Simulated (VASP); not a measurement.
# HfB2: single point with PBEsol

HfB2:

```
CELL_PARAMETERS angstrom
3.15043 0.00000 0.00000
-1.57522 2.72835 0.00000
0.00000 0.00000 3.49156
ATOMIC_POSITIONS crystal
Hf 0.00000 0.00000 0.00000
B 0.33333 0.66667 0.50000
B 0.66667 0.33333 0.50000
```

This cell differs from its parent crystal: volume scaled by 1.01.

```
Program             : VASP 6.6.1
Task                : single point
Functional          : PBEsol
Potentials or basis : VASP PAW PBE potentials, release 64 (Hf_pv, B)
Cutoff              : 520 eV
k mesh              : 15 × 15 × 12
Occupations         : fermi-dirac, width 0.03 eV
Spin                : no spin polarisation
```

```
Pressure               : -6.9 GPa
Band gap on the k mesh : zero (band 8 reaches 8.23 eV, above the bottom of band 9 at 7.22 eV)
```

Stress tensor (GPa, compression positive):
```
-6.63  0.00  0.00
 0.00 -6.63  0.00
 0.00  0.00 -7.45
```

Levels at points of the mesh, in eV from the Fermi level:
```csv
k point,band 6,band 7,band 8,band 9,band 10,band 11
"(0.00, 0.00, 0.00)",-2.88,-2.88,-2.77,3.92,3.92,4.59
"(0.00, 0.00, 0.50)",-1.18,-1.18,0.27,0.27,0.95,0.95
```

Wall time 110 s on 1 thread of AMD EPYC 7571 (shared host), peak memory 0.18 GiB.

Caveat: the PAW data sets were made with another functional, which shifts forces and pressure a little; spin-orbit coupling is left out, which moves the levels of the heavy elements.
